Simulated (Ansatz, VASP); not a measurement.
# One calculation of Ag, two programs

INCAR

```
ALGO = Normal ; EDIFF = 1E-7
ENCUT = 520 ; GGA = PS
ISIF = 2 ; ISMEAR = 0
LASPH = True ; LCHARG = False
LREAL = False ; LWAVE = False
NBANDS = 30 ; NELM = 80
PREC = Accurate ; SIGMA = 0.15
```

File KPOINTS:

```
k-points
0
Gamma
  12 12 4
```

The input POSCAR:

```
Ag
1.0
    2.8709531720      0.0000000000      0.0000000000
   -1.4354765860      2.4863183800      0.0000000000
    0.0000000000      0.0000000000      9.3380588798
Ag
4
Direct
    0.3333333333      0.6666666667      0.2500000000
    0.6666666667      0.3333333333      0.7500000000
    0.0000000000      0.0000000000      0.0000000000
    0.0000000000      0.0000000000      0.5000000000
```

Input for Ansatz:

```yaml
crystal:
  lattice:
    - [2.870953172, 0.0, 0.0]
    - [-1.435476586, 2.48631838, 0.0]
    - [0.0, 0.0, 9.3380588798]
  atoms:
    - { symbol: Ag, position: [0.3333333333, 0.6666666667, 0.25] }
    - { symbol: Ag, position: [0.6666666667, 0.3333333333, 0.75] }
    - { symbol: Ag, position: [0.0, 0.0, 0.0] }
    - { symbol: Ag, position: [0.0, 0.0, 0.5] }
basis:
  ecutwfc: 420
kpoints:
  mp_grid: { grid: [12, 12, 4] }
hamiltonian:
  xc: pbesol
scf:
  occupations: { method: gaussian, width: 0.15 }
output:
  forces: true
  stress: true
  eigenvalues: true
  write_density: true
  write_potential: true
  elf: true
  volumetric_format: npy
```

Alike in both runs: task single point; functional PBEsol; k mesh 12 × 12 × 4; occupations gaussian, width 0.15 eV; no spin polarisation.

|  | VASP | Ansatz |
| --- | --- | --- |
| version | VASP 6.6.1 | Ansatz 0.2.0 |
| potentials or method | VASP PAW PBE potentials, release 64 (Ag), cutoff 520 eV | scalar-relativistic, plane waves, PAW |
| valence electrons in the cell | 44 | 76 |

VASP gave:

* gap on the k mesh at the Fermi level (eV): none
* pressure (GPa): -0.1
* traceless stress, the component that is largest in VASP (GPa): -0.19

Problem. Which values does Ansatz return?

Solution. gap on the k mesh at the Fermi level (eV): none; pressure (GPa): 0.2; traceless stress, the component that is largest in VASP (GPa): -0.19.

VASP's potentials were made for PBE, not for PBEsol. A gap of «none» marks a metal or a gap that the smearing closes. The functional is the same, so the differences come from potentials, cutoffs and numerics. VASP's potentials hold 44 valence electrons a cell and Ansatz's 76, so a difference there can come from the potentials and not from the codes.
